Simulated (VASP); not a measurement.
Write the native input for VASP 6.6.1 that does the following.

| Property | Result |
| --- | --- |
| Task | relaxation of cell and atoms |
| Functional | PBE |
| Potentials or basis | VASP PAW PBE potentials, release 64 (Si) |
| Cutoff | 600 eV |
| k mesh | 12 × 12 × 14 |
| Occupations | gaussian, width 0.1 eV |
| Spin | no spin polarisation |
| Dipole correction | no |
| Further INCAR settings | ALGO = Normal; EDIFF = 1e-07; IBRION = 2; EDIFFG = -0.01; NSW = 100; ISIF = 3 |

The structure of Si lies in POSCAR:

```
Si
1.0
    4.7736191289      0.0000000000      0.0000000000
   -2.3868095645      4.1340754337      0.0000000000
    0.0000000000      0.0000000000      3.4762196709
Si
4
Direct
    0.3726488138      0.0000000000      0.0000000000
    0.0000000000      0.3726488138      0.0000000000
    0.6273511862      0.6273511862      0.0000000000
    0.0000000000      0.0000000000      0.5000000000
```

The input as run:

INCAR

```
PREC     = Accurate       # precision mode
ENCUT    = 600            # plane-wave cutoff, eV
EDIFF    = 1E-7           # SCF threshold, eV
ISMEAR   = 0              # smearing method
SIGMA    = 0.1            # smearing width, eV
LREAL    = F              # projectors in reciprocal space
LASPH    = T              # aspherical terms in the spheres
NELM     = 100            # most SCF steps
ALGO     = Normal         # electronic algorithm
ISIF     = 3              # what is computed and relaxed
LWAVE    = F              # write WAVECAR
LCHARG   = F              # write CHGCAR
GGA      = PE             # functional
IBRION   = 2              # ionic algorithm
NSW      = 100            # ionic steps
EDIFFG   = -0.01          # ionic threshold
```

KPOINTS

```
Automatic mesh
0
Gamma
  12 12 14
```

Potentials or basis: VASP PAW PBE potentials, release 64 (Si).

Command:

```bash
$ cat potpaw_PBE.64/Si/POTCAR > POTCAR
$ mpirun -np 1 vasp_std > vasp.out
```

Results of the run:

```json
{
  "Relaxed volume": "17.17 Å³/atom",
  "Relaxed cell": "a = 4.789 Å, b = 4.789 Å, c = 3.458 Å, α = 90.00°, β = 90.00°, γ = 120.00°",
  "Space group after relaxing (to 0.05 Å)": "P-62m (No. 189)",
  "Energy gained by relaxing": "0.3 meV/atom",
  "Ionic steps": "3",
  "Pressure after relaxing": "-0.1 GPa",
  "Largest force after relaxing": "0.006 eV/Å",
  "Band gap on the k mesh": "zero (band 8 reaches 9.28 eV, above the bottom of band 9 at 5.50 eV)"
}
```

Run time: 93 s on 1 thread of Intel(R) Xeon(R) 6975P-C (Granite Rapids), on a shared host, peak memory 0.26 GiB.
